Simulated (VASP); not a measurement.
Write the native input for VASP 6.6.1 that does the following.

```yaml
Task: single point
Functional: PBE
Potentials_or_basis: VASP PAW PBE potentials, release 64 (Ag)
Cutoff: 520 eV
k_mesh: 12 × 12 × 12
Occupations: fermi-dirac, width 0.1 eV
Spin: no spin polarisation
Dipole_correction: no
Further_INCAR_settings: ALGO = Normal; EDIFF = 1e-06; NBANDS = 18
```

The structure of Ag lies in POSCAR:

```
Ag
1.0
    0.0000000000      2.2906833938      2.2906833938
    2.2906833938      0.0000000000      2.2906833938
    2.2906833938      2.2906833938      0.0000000000
Ag
2
Direct
   -0.1250000000     -0.1250000000     -0.1250000000
    0.1250000000      0.1250000000      0.1250000000
```

This cell differs from its parent crystal: volume scaled by 0.4.

The input as run:

INCAR

```
PREC = Accurate
ENCUT = 520
EDIFF = 1E-6
ISMEAR = -1
SIGMA = 0.1
LREAL = F
LASPH = T
NELM = 60
ALGO = Normal
ISIF = 2
LWAVE = F
LCHARG = F
GGA = PE
NBANDS = 18
```

KPOINTS

```
Automatic mesh
0
Gamma
  12 12 12
```

Potentials or basis: VASP PAW PBE potentials, release 64 (Ag).

The run is started by

```sh
$ cat potpaw_PBE.64/Ag/POTCAR > POTCAR
$ mpirun -np 1 vasp_std > vasp.out
```

It gave:

```json
{"Pressure": "314.2 GPa", "Band gap on the k mesh": "zero (band 11 reaches 16.97 eV, above the bottom of band 12 at 15.47 eV)"}
```

It took 7.5 s on 1 thread of Intel(R) Xeon(R) 6975P-C (Granite Rapids), with other jobs on the host, peak memory 0.15 GiB.
